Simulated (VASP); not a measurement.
Ga2O3, 80 atoms in the cell. Symmetry: R-3c, No. 167, trigonal system. The conventional cell has a = 5.058 Å, b = 5.058 Å, c = 13.624 Å, α = 90.00°, β = 90.00°, γ = 120.00°. Within 2.6 Å of Ga (site symmetry 3) lie 6 O at 1.95 to 2.10 Å. Within 2.9 Å of O (site symmetry 2) lie 4 Ga at 1.95 to 2.10 Å and 8 O at 2.66 to 2.88 Å. 

| Quantity | Value |
| --- | --- |
| Program | VASP 6.6.1 |
| Task | relaxation of the atoms |
| Functional | PBE |
| Potentials or basis | VASP PAW PBE potentials, release 64 (Ga_d, O) |
| Cutoff | 520 eV |
| k mesh | 1 × 1 × 1 |
| Occupations | fermi-dirac, width 0.01 eV |
| Spin | no spin polarisation |
| Dipole correction | no |
| Further INCAR settings | LREAL = Auto; ALGO = Normal; EDIFF = 1e-06; IBRION = 2; EDIFFG = -0.01; NSW = 100 |

Potentials or basis: VASP PAW PBE potentials, release 64 (Ga_d, O).

Launch:

```sh
$ cat potpaw_PBE.64/Ga_d/POTCAR potpaw_PBE.64/O/POTCAR > POTCAR
$ mpirun -np 1 vasp_gam > vasp.out
```

Hardware: 1 × NVIDIA H100 80GB with 1 thread of Intel(R) Xeon(R) Platinum 8481C CPU @ 2.70GHz (Sapphire Rapids), on a shared host.

Estimate the wall time of this run.

It took 3.8 min on 1 × NVIDIA H100 80GB with 1 thread of Intel(R) Xeon(R) Platinum 8481C CPU @ 2.70GHz (Sapphire Rapids), with other jobs on the host, peak memory 1.7 GiB. Counts: scf iterations 23, k points 1, ion steps 2.
